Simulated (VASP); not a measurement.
AlN (fa.b), 2 atoms in the cell. It takes space group F-43m (No. 216, cubic). The conventional cell has a = 4.377 Å, b = 4.377 Å, c = 4.377 Å, α = 90.00°, β = 90.00°, γ = 90.00°. Al (site symmetry -43m) has 4 N at 1.90 Å within 2.5 Å. Within 2.5 Å of N (site symmetry -43m) lie 4 Al at 1.90 Å. 

```yaml
Program: VASP 6.6.1
Task: single point
Functional: PBEsol
Potentials_or_basis: VASP PAW PBE potentials, release 64 (Al, N)
Cutoff: 600 eV
k_mesh: 10 × 10 × 10
Occupations: gaussian, width 0.02 eV
Spin: no spin polarisation
Dipole_correction: no
Further_INCAR_settings: ALGO = Normal; EDIFF = 1e-06; NBANDS = 11
```

Potentials or basis: VASP PAW PBE potentials, release 64 (Al, N).

The run is started by

```console
$ cat potpaw_PBE.64/Al/POTCAR potpaw_PBE.64/N/POTCAR > POTCAR
$ mpirun -np 1 vasp_std > vasp.out
```

Hardware: 1 thread of Intel(R) Xeon(R) 6975P-C (Granite Rapids) (shared host).

**Question.** Estimate the wall time of this run.

**Answer.** It took 6.4 s on 1 thread of Intel(R) Xeon(R) 6975P-C (Granite Rapids), with other jobs on the host, peak memory 0.15 GiB. Counts: scf iterations 12, k points 47.
